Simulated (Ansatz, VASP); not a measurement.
# One calculation of Cu, two programs

```
Cu
1.0
     2.52025    0.00000    0.00000
    -1.26012    2.18260    0.00000
     0.00000    0.00000    8.22953
Cu
4
Direct
  0.00000 0.00000 0.00000
  0.33333 0.66667 0.25000
  0.00000 0.00000 0.50000
  0.66667 0.33333 0.75000
```

Alike in both runs: functional PBEsol; k mesh 20 × 20 × 6; no spin polarisation.

Ansatz relaxed the structure, and its values are those at the end. VASP's run is a single point on that final structure, the one shown.

|  | VASP | Ansatz |
| --- | --- | --- |
| version | VASP 6.6.1 | Ansatz 0.2.0 |
| potentials or method | VASP PAW PBE potentials, release 64 (Cu), cutoff 520 eV | plane waves, PAW |
| occupations | methfessel-paxton of order 1, width 0.1 eV | cold, width 0.1 eV |
| valence electrons in the cell | 44 | 76 |

VASP gave:

| Item | Value |
| --- | --- |
| pressure (GPa) | 0.7 |

What did Ansatz give for the same quantities?

Pressure (GPa): 0.0.

VASP's potentials were made for PBE, not for PBEsol. VASP's potentials hold 44 valence electrons a cell and Ansatz's 76, so a difference there can come from the potentials and not from the codes. Ansatz's warnings: stress scf threshold loose.
